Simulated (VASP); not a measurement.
Wanted: the native input for a VASP 6.6.1 run.

- Task: relaxation of cell and atoms
- Functional: PBEsol
- Potentials or basis: VASP PAW PBE potentials, release 64 (Mo_sv)
- Cutoff: 600 eV
- k mesh: 8 × 8 × 8
- Occupations: gaussian, width 0.1 eV
- Spin: no spin polarisation
- Target pressure: 45 GPa
- Dipole correction: no
- Further INCAR settings: ALGO = Fast; EDIFF = 1e-06; IBRION = 2; EDIFFG = -0.05; NSW = 80; ISIF = 3

The structure of Mo lies in POSCAR:

```
Mo
1.0
   -1.5734150000      1.5734150000      1.5734150000
    1.5734150000     -1.5734150000      1.5734150000
    1.5734150000      1.5734150000     -1.5734150000
Mo
1
Direct
    0.0000000000      0.0000000000      0.0000000000
```

These files were run (other wordings do the same):

INCAR

```
PREC = Accurate
ENCUT = 600
EDIFF = 1E-6
ISMEAR = 0
SIGMA = 0.1
LREAL = F
LASPH = T
NELM = 80
ALGO = Fast
ISIF = 3
LWAVE = F
LCHARG = F
GGA = PS
IBRION = 2
NSW = 80
EDIFFG = -0.05
PSTRESS = 450.0
```

KPOINTS

```
Automatic mesh
0
Gamma
  8 8 8
```

Potentials or basis: VASP PAW PBE potentials, release 64 (Mo_sv).

The run is started by

```console
$ cat potpaw_PBE.64/Mo_sv/POTCAR > POTCAR
$ mpirun -np 1 vasp_std > vasp.out
```

It gave:

The relaxed volume is 13.52 Å³/atom, the relaxed cell is a = 2.600 Å, b = 2.600 Å, c = 2.600 Å, α = 109.47°, β = 109.47°, γ = 109.47° and the space group after relaxing (to 0.1 Å) is Im-3m (No. 229). The energy change on relaxing (the run minimises the enthalpy) is +234.7 meV/atom, the ionic steps are 5 and the pressure after relaxing is 45.3 GPa. The band gap on the k mesh is zero (bands 7 and 8 overlap by 6.59 eV).

Caveat: the cell is relaxed towards a set pressure, so the run minimises the enthalpy, not the energy; the PAW data sets were made with another functional, which shifts forces and pressure a little.

Run time: 20 s on 1 thread of Intel(R) Xeon(R) Platinum 8488C (Sapphire Rapids), with other jobs on the host, peak memory 0.16 GiB.
